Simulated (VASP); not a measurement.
Crystal: Pd.

```
CELL_PARAMETERS angstrom
-1.57228 1.57228 1.57228
1.57228 -1.57228 1.57228
1.57228 1.57228 -1.57228
ATOMIC_POSITIONS crystal
Pd 0.00000 0.00000 0.00000
```

Base run:

| Quantity | Value |
| --- | --- |
| Program | VASP 6.6.1 |
| Functional | PBE |
| Potentials or basis | VASP PAW PBE potentials, release 64 (Pd) |
| Cutoff | 520 eV |
| k mesh | 16 × 16 × 16 |
| Occupations | gaussian, width 0.05 eV |
| Spin | no spin polarisation |

Its results: band gap on the k mesh zero (band 5 reaches 9.49 eV, above the bottom of band 6 at 7.95 eV); pressure -1.2 GPa.

Problem. The run is repeated on the same cell with these changes: functional from PBE to r2SCAN; further incar settings from ALGO = Normal; EDIFF = 1e-06; NBANDS = 11 to ALGO = Normal; EDIFF = 1e-07; NBANDS = 11. What comes out?

Solution. Band gap on the k mesh zero (band 5 reaches 9.35 eV, above the bottom of band 6 at 7.71 eV); pressure -4.9 GPa.

Caveats: the PAW data sets were made with another functional, which shifts forces and pressure a little (some runs).
